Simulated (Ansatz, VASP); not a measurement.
**Two plane-wave programs on CdO**

Contents of INCAR:

```
PREC = Accurate
ENCUT = 600
EDIFF = 1E-6
ISMEAR = 0
SIGMA = 0.1
LREAL = False
LASPH = True
NELM = 120
ALGO = Normal
ISIF = 2
LWAVE = False
LCHARG = False
GGA = PE
NBANDS = 16
GGA_COMPAT = False
```

KPOINTS

```
regular mesh
0
Gamma
  16 16 16
```

Contents of POSCAR:

```
CdO
1.0
    0.0000000000      2.4198155380      2.4198155380
    2.4198155380      0.0000000000      2.4198155380
    2.4198155380      2.4198155380      0.0000000000
Cd O
1 1
Direct
    0.0000000000      0.0000000000      0.0000000000
    0.5000000000      0.5000000000      0.5000000000
```

Input for Ansatz:

```yaml
crystal:
  lattice:
    - [0.0, 2.419815538, 2.419815538]
    - [2.419815538, 0.0, 2.419815538]
    - [2.419815538, 2.419815538, 0.0]
  atoms:
    - { symbol: Cd, position: [0.0, 0.0, 0.0] }
    - { symbol: O, position: [0.5, 0.5, 0.5] }
basis:
  ecutwfc: 420
kpoints:
  mp_grid: { grid: [16, 16, 16] }
hamiltonian:
  xc: pbe
scf:
  occupations: { method: gaussian, width: 0.1 }
output:
  forces: true
  stress: true
  eigenvalues: true
  populations: true
  write_density: true
  write_potential: true
  elf: true
  volumetric_format: npy
```

Alike in both runs: task single point; functional PBE; k mesh 16 × 16 × 16; occupations gaussian, width 0.1 eV; no spin polarisation.

```csv
,VASP,Ansatz
version,VASP 6.6.1,Ansatz 0.2.0
potentials or method,"VASP PAW PBE potentials, release 64 (Cd, O), cutoff 600 eV","scalar-relativistic, plane waves, PAW"
valence electrons in the cell,18,26
```

|  | VASP | Ansatz | Ansatz less VASP |
| --- | --- | --- | --- |
| gap on the k mesh at the Fermi level (eV) | none | none | - |
| pressure (GPa) | -4.3 | -5.1 | -0.78 |

A gap of «none» marks a metal or a gap that the smearing closes. With one functional, cell and mesh, what is left measures potentials, basis and numerics. VASP's potentials hold 18 valence electrons a cell and Ansatz's 26, so a difference there can come from the potentials and not from the codes.
